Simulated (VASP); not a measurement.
# SnTe (I4/mmm) in VASP: a series of runs

Runs on SnTe. Level: PBEsol. Tasks: electric field gradients.

Program: VASP 6.6.1. These are calculated values, not measurements. Logs are shortened: lines on timing, memory, paths and dates and some standing lists are left out, and cuts for length are marked.

### 1 The cell of the first run

The structure is tetragonal, space group I4/mmm (No. 139). Conventional cell: a = 4.509 Å, b = 4.509 Å, c = 6.313 Å, α = 90.00°, β = 90.00°, γ = 90.00°. Sn (site symmetry 4/mmm) has 6 Te at 3.16 to 3.19 Å within 4.2 Å. Te (site symmetry 4/mmm) has 6 Sn at 3.16 to 3.19 Å within 4.2 Å.

### 2 Electric field gradients, PBEsol (equal xx and yy strain of +1 %)

INCAR

```
PREC = Accurate ; ENCUT = 520
EDIFF = 1E-8 ; ISMEAR = -1
SIGMA = 0.08 ; LREAL = False
LASPH = True ; NELM = 80
ALGO = Normal ; ISIF = 2
LWAVE = False ; LCHARG = False
GGA = PS ; LEFG = True
NBANDS = 17
```

KPOINTS

```
Automatic mesh
0
Gamma
  11 11 11
```

POSCAR

```
SnTe
1.0
    0.0000000000      3.1880650000      3.1565000000
    3.1880650000      0.0000000000      3.1565000000
    3.1880650000      3.1880650000      0.0000000000
Sn Te
1 1
Direct
    0.0000000000      0.0000000000      0.0000000000
    0.5000000000      0.5000000000      0.5000000000
```

Potentials or basis: VASP PAW PBE potentials, release 64 (Sn_d, Te).

The run is started by

```
cat potpaw_PBE.64/Sn_d/POTCAR potpaw_PBE.64/Te/POTCAR > POTCAR
mpirun -np 1 vasp_std > vasp.out
```

OUTCAR:

```text
PREC = Accurate
   ENCUT = 520
   EDIFF = 1E-8
   ISMEAR = -1
   LREAL = False
   LASPH = True
   NELM = 80
   ISIF = 2
   GGA = PS

 ion  position               nearest neighbor table
   1  0.000  0.000  0.000-   2 3.16   2 3.16   2 3.19   2 3.19   2 3.19   2 3.19
   2  0.500  0.500  0.500-   1 3.16   1 3.16   1 3.19   1 3.19   1 3.19   1 3.19

  LATTYP: Found a body centered tetragonal cell.
 ALAT       =     4.5086047607
 C/A-ratio  =     1.4002114479

  Lattice vectors:

 A1 = (   0.0000000000,  -3.1880650000,  -3.1565000000)
 A2 = (   0.0000000000,   3.1880650000,  -3.1565000000)
 A3 = (   3.1880650000,   0.0000000000,   3.1565000000)

Analysis of symmetry for initial positions (statically):
=====================================================================
 Subroutine PRICEL returns:
 Original cell was already a primitive cell.

 Routine SETGRP: Setting up the symmetry group for a
 body centered tetragonal supercell.

 Subroutine GETGRP returns: Found 16 space group operations
 (whereof 16 operations were pure point group operations)
 out of a pool of 16 trial point group operations.

The static configuration has the point symmetry D_4h.

Analysis of symmetry for dynamics (positions and initial velocities):
=====================================================================
 Subroutine PRICEL returns:
 Original cell was already a primitive cell.

 Routine SETGRP: Setting up the symmetry group for a
 body centered tetragonal supercell.

 Subroutine GETGRP returns: Found 16 space group operations
 (whereof 16 operations were pure point group operations)
 out of a pool of 16 trial point group operations.

The dynamic configuration has the point symmetry D_4h.

 Subroutine INISYM returns: Found 16 space group operations
 (whereof 16 operations are pure point group operations),
 and found     1 'primitive' translations

----------------------------------------------------------------------------------------

                                     Primitive cell

  volume of cell :      64.1638

  direct lattice vectors                    reciprocal lattice vectors
     0.000000000  3.188065000  3.156500000    -0.156834945  0.156834945  0.158403295
     3.188065000  0.000000000  3.156500000     0.156834945 -0.156834945  0.158403295
     3.188065000  3.188065000  0.000000000     0.156834945  0.156834945 -0.158403295

  length of vectors
     4.486340457  4.486340457  4.508604761     0.272554589  0.272554589  0.272554589

  position of ions in fractional coordinates (direct lattice)
     0.000000000  0.000000000  0.000000000
     0.500000000  0.500000000  0.500000000

  ion indices of the primitive-cell ions
   primitive index   ion index
                 1           1
                 2           2

----------------------------------------------------------------------------------------

 KPOINTS: Automatic mesh

Automatic generation of k-mesh.
 Grid dimensions read from file:
 generate k-points for:   11   11   11

 Generating k-lattice:

  Cartesian coordinates                     Fractional coordinates (reciprocal lattice)
    -0.014257722  0.014257722  0.014400300     0.090909091  0.000000000  0.000000000
     0.014257722 -0.014257722  0.014400300     0.000000000  0.090909091  0.000000000
     0.014257722  0.014257722 -0.014400300     0.000000000  0.000000000  0.090909091

  Length of vectors
     0.024777690  0.024777690  0.024777690

  Shift w.r.t. Gamma in fractional coordinates (k-lattice)
     0.000000000  0.000000000  0.000000000

 Subroutine IBZKPT returns following result:
 ===========================================

 Found    126 irreducible k-points:

 Following reciprocal coordinates:
            Coordinates               Weight
  0.000000  0.000000  0.000000      1.000000
  0.090909 -0.000000  0.000000      8.000000
  0.181818  0.000000  0.000000      8.000000
  0.272727  0.000000  0.000000      8.000000
  0.363636  0.000000  0.000000      8.000000
  0.454545  0.000000  0.000000      8.000000
[... 16 lines left out ...]
 -0.272727  0.181818  0.000000      8.000000
 -0.181818  0.181818  0.000000      4.000000
 [... further k-points ...]
   k-points           NKPTS =    126   k-points in BZ     NKDIM =    126   number of bands    NBANDS=     17
   number of dos      NEDOS =    301   number of ions     NIONS =      2
   total plane-waves  NPLWV =  46656
   dimension x,y,z NGX =    36 NGY =   36 NGZ =   36
   dimension x,y,z NGXF=    72 NGYF=   72 NGZF=   72
   ions per type =               1   1
   NGX,Y,Z   is equivalent  to a cutoff of  13.34, 13.34, 13.27 a.u.
   NGXF,Y,Z  is equivalent  to a cutoff of  26.68, 26.68, 26.55 a.u.
 SYSTEM =  unknown system
   PREC   = accura    normal or accurate (medium, high low for compatibility)
   ISTART =      0    job   : 0-new  1-cont  2-samecut
   ICHARG =      2    charge: 1-file 2-atom 10-const
   ISPIN  =      1    spin polarized calculation?
   LNONCOLLINEAR =      F non collinear calculations
   LSORBIT =      F    spin-orbit coupling
   LASPH  =      T    aspherical Exc in radial PAW
   ENCUT  =  520.0 eV  38.22 Ry    6.18 a.u.   8.34  8.34  8.38*2*pi/ulx,y,z
   NELM   =     80;   NELMIN=  2; NELMDL= -5     # of ELM steps
   EDIFF  = 0.1E-07   stopping-criterion for ELM
   LREAL  =      F    real-space projection
   EDIFFG = 0.1E-06   stopping-criterion for IOM
   NSW    =      0    number of steps for IOM
   IBRION =     -1    ionic relax: 0-MD 1-quasi-New 2-CG
   NFREE  =      0    steps in history (QN), initial steepest desc. (CG)
   ISIF   =      2    stress and relaxation
   ISYM   =      2    0-nonsym 1-usesym 2-fastsym
   POTIM  = 0.5000    time-step for ionic-motion
   TEBEG  =    0.0;   TEEND  =   0.0 temperature during run
   PSTRESS=    0.0 pullay stress
   NELECT =      20.0000    total number of electrons
   NUPDOWN=      -1.0000    fix difference up-down
   EMIN   =  10.00;   EMAX   =-10.00  energy-range for DOS
   EFERMI =   0.00;   METHOD = LEGACY
   ISMEAR =    -1;   SIGMA  =   0.08  broadening in eV -4-tet -1-fermi 0-gaus
   EFERMI_NEDOS =   21; number of points for ismear=-14 and -15
   IALGO  =     38    algorithm
   IMIX   =      4    mixing-type and parameters
     AMIX     =   0.40;   BMIX     =  1.00
     AMIX_MAG =   1.60;   BMIX_MAG =  1.00
  volume/ion in A,a.u.               =      32.08       216.50
  Fermi-wavevector in a.u.,A,eV,Ry     =   1.109996  2.097588 16.763621  1.232091
  Thomas-Fermi vector in A             =   2.246542
   LORBIT       =      0    0 simple, 1 ext, 2 COOP (PROOUT), +10 PAW based schemes
   GGA     = PS    functional components
   LHFCALC =     F    Hartree Fock is set to
   AEXX    =    0.0000 exact exchange contribution
   IVDW    =     0    specifies the selected vdW correction
   LEPSILON=     F    determine dielectric tensor
   LRPA    =     F    only Hartree local field effects (RPA)
 non-spin polarized calculation
  energy-cutoff  :      520.00
  volume of cell :       64.16
 maximum number of plane-waves:      1759
 NGX is ok and might be reduce to    36
   NGX = 17   NGY = 17   NGZ = 17

 number of electron      20.0000002 magnetization

 Free energy of the ion-electron system (eV)
  ---------------------------------------------------
  ext. energy  EPLUGINS =         0.00000000
  ---------------------------------------------------
  free energy    TOTEN  =        -8.32997621 eV

  energy without entropy =       -8.32838311  energy(sigma->0) =       -8.32917966

 E-fermi :   6.4717     XC(G=0):  -9.5408

 val. band max:        6.2953656369   @ k =   0.4545   0.0000   0.0000
 cond. band min:       6.7076974203   @ k =   0.4545   0.0000   0.0000
 fundamental gap:      0.4123317834
 Fermi energy:         6.4717067597

 k-point     1 :       0.0000    0.0000    0.0000
  band No.  band energies     occupation
      1     -15.2818      2.00000
      2     -15.2781      2.00000
      3     -15.2766      2.00000
      4     -15.2735      2.00000
      5     -15.2735      2.00000
      6      -6.1432      2.00000
[... 9 lines left out ...]
     16      11.2985      0.00000
     17      13.2450      0.00000

 k-point     2 :       0.0909   -0.0000    0.0000
  band No.  band energies     occupation
      1     -15.2821      2.00000
      2     -15.2784      2.00000
      3     -15.2763      2.00000
      4     -15.2733      2.00000
      5     -15.2731      2.00000
      6      -6.0757      2.00000
[... 9 lines left out ...]
     16      11.4451      0.00000
     17      13.7897      0.00000
[... 421 lines left out ...]
 k-point    24 :      -0.1818    0.1818    0.0000
  band No.  band energies     occupation
      1     -15.2847      2.00000
      2     -15.2809      2.00000
      3     -15.2722      2.00000
      4     -15.2720      2.00000
      5     -15.2704      2.00000
      6      -5.4860      2.00000
[... 9 lines left out ...]
     16      14.3274      0.00000
     17      14.5496      0.00000

 [... further k-points ...]
[... 5 lines left out ...]
  --------------------------------------------------------------------------------------
  -------------------------------------------------------------------------------------
  Total       -0.7082353     -0.7082353     -0.2293658      0.0000000      0.0000000     -0.0000000
  in kB      -17.6847126    -17.6847126     -5.7272891      0.0000000      0.0000000     -0.0000000
  external PRESSURE =     -13.6989047 kB  Pullay stress =       0.0000000 kB

 VOLUME and BASIS-vectors are now :
 -----------------------------------------------------------------------------
  energy-cutoff  :      520.00
  volume of cell :       64.16
      direct lattice vectors                 reciprocal lattice vectors
     0.000000000  3.188065000  3.156500000    -0.156834945  0.156834945  0.158403295
     3.188065000  0.000000000  3.156500000     0.156834945 -0.156834945  0.158403295
     3.188065000  3.188065000  0.000000000     0.156834945  0.156834945 -0.158403295

 POSITION                                       TOTAL-FORCE (eV/Angst)
 -----------------------------------------------------------------------------------
      0.00000      0.00000      0.00000         0.000000     -0.000000      0.000000
      3.18806      3.18806      3.15650        -0.000000      0.000000     -0.000000
 -----------------------------------------------------------------------------------
    total drift:                               -0.000000      0.000000      0.000000

  FREE ENERGIE OF THE ION-ELECTRON SYSTEM (eV)
  ---------------------------------------------------
  free  energy   TOTEN  =        -8.3299762106 eV

  energy  without entropy=       -8.3283831127  energy(sigma->0) =       -8.32917966

 Electric field gradients (V/A^2)
---------------------------------------------------------------------
 ion       V_xx      V_yy      V_zz      V_xy      V_xz      V_yz
---------------------------------------------------------------------
   1       7.397     7.397   -14.794    -0.002    -0.002    -0.002
   2       1.787     1.787    -3.575    -0.000    -0.000    -0.000
---------------------------------------------------------------------

 Electric field gradients after diagonalization (V/A^2)
 (convention: |V_zz| > |V_xx| > |V_yy|)
----------------------------------------------------------------------
 ion       V_xx      V_yy      V_zz     asymmetry (V_yy - V_xx)/ V_zz
----------------------------------------------------------------------
   1       7.399     7.396   -14.794       0.000
   2       1.787     1.787    -3.575       0.000
----------------------------------------------------------------------

           NMR quadrupolar parameters

 Cq : quadrupolar parameter    Cq=e*Q*V_zz/h
 eta: asymmetry parameters     (V_yy - V_xx)/ V_zz
 Q  : nuclear electric quadrupole moment in mb (millibarn)
----------------------------------------------------------------------
 ion       Cq(MHz)       eta       Q (mb)
----------------------------------------------------------------------
   1      -0.036       0.000       1.000
   2      -0.009       0.000       1.000
----------------------------------------------------------------------
```

Wall time 2.2 min (1 thread of Intel Xeon Platinum 8488C (Sapphire Rapids), shared host); peak memory 0.3 GiB.

What came out:

```yaml
Free_energy: -8.3300 eV
Pressure: -1.4 GPa
Band_gap_on_the_k_mesh: 0.41 eV, direct
```

Levels at points of the mesh, in eV from the valence-band top:
| k point | band 8 | band 9 | band 10 | band 11 | band 12 | band 13 |
| --- | --- | --- | --- | --- | --- | --- |
| (0.00, 0.00, 0.00) | -1.94 | -1.83 | -1.83 | 3.40 | 3.40 | 3.63 |

Electric field gradients, principal values (V/Å²):
```
atom  least  middle  greatest (by size)
1 Sn  7.396   7.399             -14.794
2 Te  1.787   1.787              -3.575
```

Caveat: the cell differs from its parent crystal (equal xx and yy strain of +1 %); without QUAD_EFG the Cq values of the log hold for a quadrupole moment of 1 mb, not for the nuclei; the PAW data sets were made with another functional, which shifts forces and pressure a little; spin-orbit coupling is left out, which moves the levels of the heavy elements. A k mesh can miss the band edges.

### 3 Electric field gradients, PBEsol (equal xx and yy strain of +2 %)

INCAR

```
SYSTEM = SnTe
ALGO = Normal
EDIFF = 1E-8
ENCUT = 520
GGA = PS
ISIF = 2
ISMEAR = -1
LASPH = .True.
LCHARG = .False.
LEFG = .True.
LREAL = .False.
LWAVE = .False.
NBANDS = 17
NELM = 100
PREC = Accurate
SIGMA = 0.08
```

KPOINTS

```
k-points
0
Gamma
  11 11 11
  0 0 0
```

POSCAR

```
SnTe
1.0
    0.0000000000      3.2196300000      3.1565000000
    3.2196300000      0.0000000000      3.1565000000
    3.2196300000      3.2196300000      0.0000000000
Sn Te
1 1
Direct
    0.0000000000      0.0000000000      0.0000000000
    0.5000000000      0.5000000000      0.5000000000
```

Potentials or basis: VASP PAW PBE potentials, release 64 (Sn_d, Te).

The run is started by

```
cat potpaw_PBE.64/Sn_d/POTCAR potpaw_PBE.64/Te/POTCAR > POTCAR
mpirun -np 1 vasp_std > vasp.out
```

OUTCAR:

```text
SYSTEM = SnTe
   EDIFF = 1E-8
   ENCUT = 520
   GGA = PS
   ISIF = 2
   ISMEAR = -1
   LASPH = .True.
   LREAL = .False.
   NELM = 100
   PREC = Accurate

 ion  position               nearest neighbor table
   1  0.000  0.000  0.000-   2 3.16   2 3.16   2 3.22   2 3.22   2 3.22   2 3.22
   2  0.500  0.500  0.500-   1 3.16   1 3.16   1 3.22   1 3.22   1 3.22   1 3.22

  LATTYP: Found a body centered tetragonal cell.
 ALAT       =     4.5532444118
 C/A-ratio  =     1.3864838847

  Lattice vectors:

[... 694 lines left out ...]
  ---------------------------------------------------
  free  energy   TOTEN  =        -8.3117326217 eV

  energy  without entropy=       -8.3101881318  energy(sigma->0) =       -8.31096038

 Electric field gradients (V/A^2)
---------------------------------------------------------------------
 ion       V_xx      V_yy      V_zz      V_xy      V_xz      V_yz
---------------------------------------------------------------------
   1      14.679    14.679   -29.358    -0.001    -0.002    -0.002
   2       3.316     3.316    -6.631    -0.000    -0.000    -0.000
---------------------------------------------------------------------

 Electric field gradients after diagonalization (V/A^2)
 (convention: |V_zz| > |V_xx| > |V_yy|)
----------------------------------------------------------------------
 ion       V_xx      V_yy      V_zz     asymmetry (V_yy - V_xx)/ V_zz
----------------------------------------------------------------------
   1      14.680    14.678   -29.358       0.000
   2       3.316     3.316    -6.631       0.000
----------------------------------------------------------------------

           NMR quadrupolar parameters

 Cq : quadrupolar parameter    Cq=e*Q*V_zz/h
 eta: asymmetry parameters     (V_yy - V_xx)/ V_zz
 Q  : nuclear electric quadrupole moment in mb (millibarn)
----------------------------------------------------------------------
 ion       Cq(MHz)       eta       Q (mb)
----------------------------------------------------------------------
   1      -0.071       0.000       1.000
   2      -0.016       0.000       1.000
----------------------------------------------------------------------
```

OSZICAR:

```text
N       E                     dE             d eps       ncg     rms          rms(c)
DAV:   1     0.123578803971E+03    0.12358E+03   -0.94559E+03  4369   0.133E+03
DAV:   2     0.319010529295E+01   -0.12039E+03   -0.11693E+03  4624   0.328E+02
DAV:   3    -0.803818287372E+01   -0.11228E+02   -0.11126E+02  5215   0.889E+01
DAV:   4    -0.836856311550E+01   -0.33038E+00   -0.33013E+00  5093   0.158E+01
DAV:   5    -0.838181139362E+01   -0.13248E-01   -0.13248E-01  6329   0.306E+00    0.418E+00
DAV:   6    -0.831413256624E+01    0.67679E-01   -0.15181E-01  5839   0.285E+00    0.263E+00
DAV:   7    -0.831200708572E+01    0.21255E-02   -0.50009E-02  5381   0.122E+00    0.811E-01
DAV:   8    -0.831171351048E+01    0.29358E-03   -0.67146E-03  5538   0.671E-01    0.144E-01
DAV:   9    -0.831174794113E+01   -0.34431E-04   -0.72237E-04  5969   0.223E-01    0.310E-02
DAV:  10    -0.831173253992E+01    0.15401E-04   -0.78867E-05  5710   0.748E-02    0.235E-02
DAV:  11    -0.831173310018E+01   -0.56026E-06   -0.35743E-05  5829   0.459E-02    0.273E-02
DAV:  12    -0.831173291437E+01    0.18581E-06   -0.27730E-06  5346   0.112E-02    0.139E-02
DAV:  13    -0.831173276824E+01    0.14613E-06   -0.10046E-07  5612   0.198E-03    0.918E-03
DAV:  14    -0.831173263082E+01    0.13742E-06   -0.24952E-07  5702   0.503E-03    0.208E-03
DAV:  15    -0.831173259217E+01    0.38648E-07   -0.31622E-08  4670   0.945E-04    0.724E-04
DAV:  16    -0.831173260526E+01   -0.13084E-07   -0.78012E-10  2459   0.328E-04    0.310E-04
DAV:  17    -0.831173261976E+01   -0.14507E-07   -0.29706E-10  2398   0.211E-04    0.196E-04
DAV:  18    -0.831173262166E+01   -0.18927E-08   -0.56748E-11  2369   0.603E-05
   1 F= -.83117326E+01 E0= -.83109604E+01  d E =-.154449E-02
```

stdout:

```text
POSCAR found type information on POSCAR SnTe
 POSCAR found :  2 types and       2 ions
 scaLAPACK will be used
 -----------------------------------------------------------------------------
|                                                                             |
|                                                                             |
|     You enforced a specific xc type in the INCAR file but a different       |
|     I HOPE YOU KNOW WHAT YOU ARE DOING!                                     |
|                                                                             |
 -----------------------------------------------------------------------------

 LDA part: xc-table for (Slater+PW92), standard interpolation
 POSCAR, INCAR and KPOINTS ok, starting setup
 FFT: planning ... GRIDC
 FFT: planning ... GRID_SOFT
 FFT: planning ... GRID
 WAVECAR not read
 entering main loop
ion   1

ion   2
```

Wall time 2.5 min (1 thread of Intel Xeon Platinum 8488C (Sapphire Rapids), shared host); peak memory 0.3 GiB.

What came out:

- Free energy: -8.3117 eV
- Pressure: -2.1 GPa
- Band gap on the k mesh: 0.40 eV, direct

Stress tensor (GPa, compression positive):
```
-2.85  0.00  0.00
 0.00 -2.85  0.00
 0.00  0.00 -0.62
```

Levels at points of the mesh, in eV from the valence-band top:
| k point | band 8 | band 9 | band 10 | band 11 | band 12 | band 13 |
| --- | --- | --- | --- | --- | --- | --- |
| (0.00, 0.00, 0.00) | -1.95 | -1.73 | -1.73 | 3.29 | 3.29 | 3.76 |

Electric field gradients, principal values (V/Å²):
```csv
atom,least,middle,greatest (by size)
1 Sn,14.678,14.680,-29.358
2 Te,3.316,3.316,-6.631
```

Caveat: the cell differs from its parent crystal (equal xx and yy strain of +2 %); without QUAD_EFG the Cq values of the log hold for a quadrupole moment of 1 mb, not for the nuclei; the PAW data sets were made with another functional, which shifts forces and pressure a little; spin-orbit coupling is left out, which moves the levels of the heavy elements.
